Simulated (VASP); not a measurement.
# AgBr (I4/mmm) in VASP: notebook, part 2 of 2

VASP 6.6.1. Earlier steps stand in the parts before.

## (3) Single point, PBE (zz strain of -1 %)

File INCAR:

```
PREC = Accurate
ENCUT = 500
EDIFF = 1E-6
ISMEAR = -1
SIGMA = 0.03
LREAL = False
LASPH = True
NELM = 120
ALGO = Normal
ISIF = 2
LWAVE = False
LCHARG = False
GGA = PE
NBANDS = 16
GGA_COMPAT = False
```

File KPOINTS:

```
Automatic mesh
0
Gamma
  7 7 7
```

File POSCAR:

```
AgBr
1.0
    0.0000000000      2.8860500000      2.8571895000
    2.8860500000      0.0000000000      2.8571895000
    2.8860500000      2.8860500000      0.0000000000
Ag Br
1 1
Direct
    0.5000000000      0.5000000000      0.5000000000
    0.0000000000      0.0000000000      0.0000000000
```

Potentials or basis: VASP PAW PBE potentials, release 64 (Ag, Br).

Launch:

```sh
$ cat potpaw_PBE.64/Ag/POTCAR potpaw_PBE.64/Br/POTCAR > POTCAR
$ mpirun -np 1 vasp_std > vasp.out
```

OUTCAR:

```text
PREC = Accurate
   ENCUT = 500
   EDIFF = 1E-6
   ISMEAR = -1
   LREAL = False
   LASPH = True
   NELM = 120
   ISIF = 2
   GGA = PE

 ion  position               nearest neighbor table
   1  0.500  0.500  0.500-   2 2.86   2 2.86   2 2.89   2 2.89   2 2.89   2 2.89
   2  0.000  0.000  0.000-   1 2.86   1 2.86   1 2.89   1 2.89   1 2.89   1 2.89

  LATTYP: Found a body centered tetragonal cell.
 ALAT       =     4.0814910517
 C/A-ratio  =     1.4000714267

  Lattice vectors:

 A1 = (   0.0000000000,  -2.8860500000,  -2.8571895000)
 A2 = (   0.0000000000,   2.8860500000,  -2.8571895000)
 A3 = (   2.8860500000,   0.0000000000,   2.8571895000)

Analysis of symmetry for initial positions (statically):
=====================================================================
 Subroutine PRICEL returns:
 Original cell was already a primitive cell.

 Routine SETGRP: Setting up the symmetry group for a
 body centered tetragonal supercell.

 Subroutine GETGRP returns: Found 16 space group operations
 (whereof 16 operations were pure point group operations)
 out of a pool of 16 trial point group operations.

The static configuration has the point symmetry D_4h.

Analysis of symmetry for dynamics (positions and initial velocities):
=====================================================================
 Subroutine PRICEL returns:
 Original cell was already a primitive cell.

 Routine SETGRP: Setting up the symmetry group for a
 body centered tetragonal supercell.

 Subroutine GETGRP returns: Found 16 space group operations
 (whereof 16 operations were pure point group operations)
 out of a pool of 16 trial point group operations.

The dynamic configuration has the point symmetry D_4h.

 Subroutine INISYM returns: Found 16 space group operations
 (whereof 16 operations are pure point group operations),
 and found     1 'primitive' translations

----------------------------------------------------------------------------------------

[... 111 lines left out ...]
     AMIX     =   0.40;   BMIX     =  1.00
     AMIX_MAG =   1.60;   BMIX_MAG =  1.00
  volume/ion in A,a.u.               =      23.80       160.60
  Fermi-wavevector in a.u.,A,eV,Ry     =   1.183877  2.237204 19.069461  1.401566
  Thomas-Fermi vector in A             =   2.320103
   LORBIT       =      0    0 simple, 1 ext, 2 COOP (PROOUT), +10 PAW based schemes
   GGA     = PE    functional components
   LHFCALC =     F    Hartree Fock is set to
   AEXX    =    0.0000 exact exchange contribution
   IVDW    =     0    specifies the selected vdW correction
   LEPSILON=     F    determine dielectric tensor
   LRPA    =     F    only Hartree local field effects (RPA)
 non-spin polarized calculation
  energy-cutoff  :      500.00
  volume of cell :       47.60
 maximum number of plane-waves:      1243
 NGX is ok and might be reduce to    30
   NGX = 15   NGY = 15   NGZ = 15

 number of electron      18.0000003 magnetization

 Free energy of the ion-electron system (eV)
  ---------------------------------------------------
  ext. energy  EPLUGINS =         0.00000000
  ---------------------------------------------------
  free energy    TOTEN  =        -4.98676013 eV

  energy without entropy =       -4.98676000  energy(sigma->0) =       -4.98676007

 E-fermi :   3.8989     XC(G=0):  -9.8271

 val. band max:        3.4986768245   @ k =   0.4286   0.0000   0.0000
 cond. band min:       4.2150757544   @ k =   0.0000   0.0000   0.0000
 fundamental gap:      0.7163989299
 Fermi energy:         3.8988857060

 k-point     1 :       0.0000    0.0000    0.0000
  band No.  band energies     occupation
      1     -11.4986      2.00000
      2       0.7637      2.00000
      3       0.7637      2.00000
      4       0.7681      2.00000
      5       0.7745      2.00000
      6       0.7865      2.00000
[... 433 lines left out ...]
      3      -0.4995      2.00000
      4      -0.3121      2.00000
      5       0.9982      2.00000
      6       1.0868      2.00000
[... 8 lines left out ...]
     15      16.5526      0.00000
     16      18.0280      0.00000

 [... further k-points ...]

------------------------ aborting loop because EDIFF is reached ----------------------------------------

  FORCE on cell =-STRESS in cart. coord.  units (eV):
  Direction    XX          YY          ZZ          XY          YZ          ZX
  --------------------------------------------------------------------------------------
  -------------------------------------------------------------------------------------
  Total        0.5517435      0.5517435      0.6548769      0.0000000      0.0000000     -0.0000000
  in kB       18.5725290     18.5725290     22.0441585      0.0000000      0.0000000     -0.0000000
  external PRESSURE =      19.7297388 kB  Pullay stress =       0.0000000 kB

 VOLUME and BASIS-vectors are now :
 -----------------------------------------------------------------------------
  energy-cutoff  :      500.00
  volume of cell :       47.60
      direct lattice vectors                 reciprocal lattice vectors
     0.000000000  2.886050000  2.857189500    -0.173247172  0.173247172  0.174997143
     2.886050000  0.000000000  2.857189500     0.173247172 -0.173247172  0.174997143
     2.886050000  2.886050000  0.000000000     0.173247172  0.173247172 -0.174997143

 POSITION                                       TOTAL-FORCE (eV/Angst)
 -----------------------------------------------------------------------------------
      2.88605      2.88605      2.85719        -0.000000      0.000000     -0.000000
      0.00000      0.00000      0.00000         0.000000     -0.000000      0.000000
 -----------------------------------------------------------------------------------
    total drift:                                0.000000      0.000000      0.000000

  FREE ENERGIE OF THE ION-ELECTRON SYSTEM (eV)
  ---------------------------------------------------
  free  energy   TOTEN  =        -4.9867601277 eV

  energy  without entropy=       -4.9867600048  energy(sigma->0) =       -4.98676007
```

OSZICAR:

```text
N       E                     dE             d eps       ncg     rms          rms(c)
DAV:   1     0.841423063029E+02    0.84142E+02   -0.82622E+03  1280   0.977E+02
DAV:   2    -0.246224175234E+01   -0.86605E+02   -0.79756E+02  1552   0.204E+02
DAV:   3    -0.509408771548E+01   -0.26318E+01   -0.26253E+01  1584   0.359E+01
DAV:   4    -0.510401579740E+01   -0.99281E-02   -0.99276E-02  1616   0.254E+00
DAV:   5    -0.510409735473E+01   -0.81557E-04   -0.81557E-04  1584   0.224E-01    0.589E+00
DAV:   6    -0.499091637135E+01    0.11318E+00   -0.17851E-01  1600   0.599E+00    0.387E+00
DAV:   7    -0.498665854585E+01    0.42578E-02   -0.60357E-02  1424   0.163E+00    0.156E+00
DAV:   8    -0.498670627363E+01   -0.47728E-04   -0.39969E-03  1536   0.631E-01    0.255E-01
DAV:   9    -0.498673256600E+01   -0.26292E-04   -0.49673E-04  1568   0.231E-01    0.332E-02
DAV:  10    -0.498675345140E+01   -0.20885E-04   -0.33378E-05  1704   0.759E-02    0.193E-02
DAV:  11    -0.498676031568E+01   -0.68643E-05   -0.13327E-05  1512   0.291E-02    0.620E-03
DAV:  12    -0.498676012771E+01    0.18797E-06   -0.91052E-07  1152   0.900E-03
   1 F= -.49867601E+01 E0= -.49867601E+01  d E =-.122902E-06
```

stdout:

```text
POSCAR found type information on POSCAR AgBr
 POSCAR found :  2 types and       2 ions
 scaLAPACK will be used
 LDA part: xc-table for (Slater+PW92), standard interpolation
 POSCAR, INCAR and KPOINTS ok, starting setup
 FFT: planning ... GRIDC
 FFT: planning ... GRID_SOFT
 FFT: planning ... GRID
 WAVECAR not read
 entering main loop
```

Run time: 22 s. Hardware: 1 thread of Intel Xeon Platinum 8375C at 2.90GHz (Ice Lake), shared host; peak memory 0.18 GiB.

What came out:

| Quantity | Value |
| --- | --- |
| Free energy | -4.9868 eV |
| Pressure | 2.0 GPa |
| Band gap on the k mesh | 0.72 eV (least direct gap 2.57 eV) |

Stress tensor (GPa, compression positive):
```
1.86 0.00 0.00
0.00 1.86 0.00
0.00 0.00 2.20
```

Levels at points of the mesh, in eV from the valence-band top:
```
           k point  band 6  band 7  band 8  band 9  band 10  band 11  band 12  band 13
(0.00, 0.00, 0.00)   -2.71   -1.89   -1.86   -1.86     0.72     9.95     9.95     9.98
```

Caveat: the cell differs from its parent crystal (zz strain of -1 %); semilocal functionals underestimate gaps, and a narrow one can read as zero. A k mesh can miss the band edges.

## (4) Single point, PBE (zz strain of +2 %)

File INCAR:

```
SYSTEM = AgBr
PREC = Accurate ; ENCUT = 500
EDIFF = 1E-6 ; ISMEAR = -1
SIGMA = 0.03 ; LREAL = .False.
LASPH = .True. ; NELM = 120
ALGO = Normal ; ISIF = 2
LWAVE = .False. ; LCHARG = .False.
GGA = PE ; NBANDS = 16
GGA_COMPAT = .False.
```

File KPOINTS:

```
Automatic mesh
0
Gamma
  7 7 7
  0 0 0
```

File POSCAR:

```
AgBr
1.0
    0.0000000000      2.8860500000      2.9437710000
    2.8860500000      0.0000000000      2.9437710000
    2.8860500000      2.8860500000      0.0000000000
Ag Br
1 1
Direct
    0.5000000000      0.5000000000      0.5000000000
    0.0000000000      0.0000000000      0.0000000000
```

Potentials or basis: VASP PAW PBE potentials, release 64 (Ag, Br).

Launch:

```sh
$ cat potpaw_PBE.64/Ag/POTCAR potpaw_PBE.64/Br/POTCAR > POTCAR
$ mpirun -np 1 vasp_std > vasp.out
```

OUTCAR:

```text
SYSTEM = AgBr
   PREC = Accurate
   ENCUT = 500
   EDIFF = 1E-6
   ISMEAR = -1
   LREAL = .False.
   LASPH = .True.
   NELM = 120
   ISIF = 2
   GGA = PE

 ion  position               nearest neighbor table
   1  0.500  0.500  0.500-   2 2.89   2 2.89   2 2.89   2 2.89   2 2.94   2 2.94
   2  0.000  0.000  0.000-   1 2.89   1 2.89   1 2.89   1 2.89   1 2.94   1 2.94

  LATTYP: Found a body centered tetragonal cell.
 ALAT       =     4.0814910517
 C/A-ratio  =     1.4424978336

  Lattice vectors:

 A1 = (  -2.8860500000,   0.0000000000,   2.9437710000)
 A2 = (   2.8860500000,   0.0000000000,   2.9437710000)
 A3 = (   0.0000000000,   2.8860500000,  -2.9437710000)

Analysis of symmetry for initial positions (statically):
=====================================================================
 Subroutine PRICEL returns:
 Original cell was already a primitive cell.

 Routine SETGRP: Setting up the symmetry group for a
 body centered tetragonal supercell.

 Subroutine GETGRP returns: Found 16 space group operations
 (whereof 16 operations were pure point group operations)
 out of a pool of 16 trial point group operations.
[... 162 lines left out ...]

 E-fermi :   3.5605     XC(G=0):  -9.6751

 val. band max:        3.1715118696   @ k =   0.4286   0.0000   0.0000
 cond. band min:       3.8664788247   @ k =   0.0000   0.0000   0.0000
 fundamental gap:      0.6949669552
 Fermi energy:         3.5604528909

 k-point     1 :       0.0000    0.0000    0.0000
  band No.  band energies     occupation
      1     -11.6700      2.00000
      2       0.5060      2.00000
      3       0.5279      2.00000
      4       0.5386      2.00000
      5       0.5476      2.00000
      6       0.5476      2.00000
[... 433 lines left out ...]
      3      -0.6694      2.00000
      4      -0.5078      2.00000
      5       0.7480      2.00000
      6       0.8277      2.00000
[... 8 lines left out ...]
     15      16.0752      0.00000
     16      17.4459      0.00000

 [... further k-points ...]

------------------------ aborting loop because EDIFF is reached ----------------------------------------

  FORCE on cell =-STRESS in cart. coord.  units (eV):
  Direction    XX          YY          ZZ          XY          YZ          ZX
  --------------------------------------------------------------------------------------
  -------------------------------------------------------------------------------------
  Total        0.2458634      0.2458634      0.0953245      0.0000000     -0.0000000      0.0000000
  in kB        8.0327237      8.0327237      3.1143940      0.0000000     -0.0000000      0.0000000
  external PRESSURE =       6.3932805 kB  Pullay stress =       0.0000000 kB

 VOLUME and BASIS-vectors are now :
 -----------------------------------------------------------------------------
  energy-cutoff  :      500.00
  volume of cell :       49.04
      direct lattice vectors                 reciprocal lattice vectors
     0.000000000  2.886050000  2.943771000    -0.173247172  0.173247172  0.169850168
     2.886050000  0.000000000  2.943771000     0.173247172 -0.173247172  0.169850168
     2.886050000  2.886050000  0.000000000     0.173247172  0.173247172 -0.169850168

 POSITION                                       TOTAL-FORCE (eV/Angst)
 -----------------------------------------------------------------------------------
      2.88605      2.88605      2.94377        -0.000000      0.000000     -0.000000
      0.00000      0.00000      0.00000         0.000000     -0.000000      0.000000
 -----------------------------------------------------------------------------------
    total drift:                                0.000000      0.000000      0.000000

  FREE ENERGIE OF THE ION-ELECTRON SYSTEM (eV)
  ---------------------------------------------------
  free  energy   TOTEN  =        -4.9976277547 eV

  energy  without entropy=       -4.9976275892  energy(sigma->0) =       -4.99762767
```

Run time: 23 s. Hardware: 1 thread of Intel Xeon Platinum 8375C at 2.90GHz (Ice Lake), shared host; peak memory 0.18 GiB.

Results:

```
Free energy            : -4.9976 eV
Pressure               : 0.6 GPa
Band gap on the k mesh : 0.69 eV (least direct gap 2.45 eV)
```

Caveat: the cell differs from its parent crystal (zz strain of +2 %); semilocal functionals underestimate gaps, and a narrow one can read as zero.

## (5) Single point, PBE (zz strain of +1 %)

File INCAR:

```
  PREC = Accurate
  ENCUT = 500
  EDIFF = 1E-6
  ISMEAR = -1
  SIGMA = 0.03
  LREAL = F
  LASPH = T
  NELM = 120
  ALGO = Normal
  ISIF = 2
  LWAVE = F
  LCHARG = T
  GGA = PE
  LELF = T
  LVHAR = T
  NBANDS = 16
  GGA_COMPAT = F
```

File KPOINTS:

```
regular mesh
0
Gamma
  7 7 7
```

File POSCAR:

```
AgBr
1.0
    0.0000000000      2.8860500000      2.9149105000
    2.8860500000      0.0000000000      2.9149105000
    2.8860500000      2.8860500000      0.0000000000
Ag Br
1 1
Direct
    0.5000000000      0.5000000000      0.5000000000
    0.0000000000      0.0000000000      0.0000000000
```

Launch:

```sh
$ cat potpaw_PBE.64/Ag/POTCAR potpaw_PBE.64/Br/POTCAR > POTCAR
$ mpirun -np 1 vasp_std > vasp.out
```

It took 24 s on 1 thread of Intel Xeon Platinum 8375C at 2.90GHz (Ice Lake), shared host; peak memory 0.18 GiB.

It converged, with:

- Free energy: -4.9959 eV
- Pressure: 1.0 GPa
- Band gap on the k mesh: 0.72 eV (least direct gap 2.50 eV)

Stress tensor (GPa, compression positive):
```
1.13 0.00 0.00
0.00 1.13 0.00
0.00 0.00 0.85
```

Levels at points of the mesh, in eV from the valence-band top:
```csv
k point,band 7,band 8,band 9,band 10,band 11,band 12
"(0.00, 0.00, 0.00)",-1.81,-1.81,-1.78,0.72,9.94,9.97
```

Caveat: the cell differs from its parent crystal (zz strain of +1 %); semilocal functionals underestimate gaps, and a narrow one can read as zero. A k mesh can miss the band edges.

## (6) The runs side by side

```csv
cell,gap on the mesh (eV),pressure (GPa)
"a = 4.061, b = 4.061, c = 4.041 Å, angles 60.2, 60.2, 59.7°, 2 atoms",0.71,2.5
"a = 4.061, b = 4.061, c = 4.081 Å, angles 59.8, 59.8, 60.3°, 2 atoms",0.72,2.0
"a = 4.123, b = 4.123, c = 4.081 Å, angles 60.3, 60.3, 59.3°, 2 atoms",0.69,0.6
"a = 4.102, b = 4.102, c = 4.081 Å, angles 60.2, 60.2, 59.7°, 2 atoms",0.72,1.0
```

Alike in all rows: task single point; level PBE; potentials or basis VASP PAW PBE potentials, release 64 (Ag, Br); no spin polarisation; k mesh 7 × 7 × 7; cutoff (eV) 500; smearing fermi-dirac 0.03 eV.

Caveats: semilocal functionals underestimate gaps, and a narrow one can read as zero.

Total energies depend on the potentials used, so only differences within one code and one set of settings carry meaning.
